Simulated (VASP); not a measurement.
Write the native input for VASP 6.6.1 that does the following.

```yaml
Task: electric field gradients
Functional: PBEsol
Potentials_or_basis: VASP PAW PBE potentials, release 64 (Tc_pv)
Cutoff: 520 eV
k_mesh: 18 × 18 × 18
Occupations: fermi-dirac, width 0.03 eV
Spin: no spin polarisation
Dipole_correction: no
Further_INCAR_settings: ALGO = Normal; EDIFF = 1e-08; NBANDS = 12
```

The structure of Tc lies in POSCAR:

```
Tc
1.0
    0.0000000000      1.9882450037      1.9882450037
    1.9882450037      0.0000000000      1.9882450037
    1.9882450037      1.9882450037      0.0000000000
Tc
1
Direct
    0.0000000000      0.0000000000      0.0000000000
```

This cell differs from its parent crystal: volume scaled by 1.06.

These files were run (other wordings do the same):

INCAR

```
SYSTEM = Tc
ALGO     = Normal         ! electronic algorithm
EDIFF    = 1E-8           ! SCF threshold, eV
ENCUT    = 520            ! plane-wave cutoff, eV
GGA      = PS             ! functional
ISIF     = 2              ! what is computed and relaxed
ISMEAR   = -1             ! smearing method
LASPH    = .TRUE.         ! aspherical terms in the spheres
LCHARG   = .FALSE.        ! write CHGCAR
LEFG     = .TRUE.       
LREAL    = .FALSE.        ! projectors in reciprocal space
LWAVE    = .FALSE.        ! write WAVECAR
NBANDS   = 12             ! bands
NELM     = 100            ! most SCF steps
PREC     = Accurate       ! precision mode
SIGMA    = 0.03           ! smearing width, eV
```

KPOINTS

```
k-points
0
G
  18 18 18
  0 0 0
```

Potentials or basis: VASP PAW PBE potentials, release 64 (Tc_pv).

Run with:

```sh
$ cat potpaw_PBE.64/Tc_pv/POTCAR > POTCAR
$ mpirun -np 1 vasp_std > vasp.out
```

Results of the run:

| Quantity | Value |
| --- | --- |
| Pressure | -28.6 GPa |

Caveat: without QUAD_EFG the Cq values of the log hold for a quadrupole moment of 1 mb, not for the nuclei; the PAW data sets were made with another functional, which shifts forces and pressure a little.

Run time: 26 s on 1 thread of AMD EPYC 9R45 96-Core Processor (Zen 5), with other jobs on the host, peak memory 0.13 GiB.
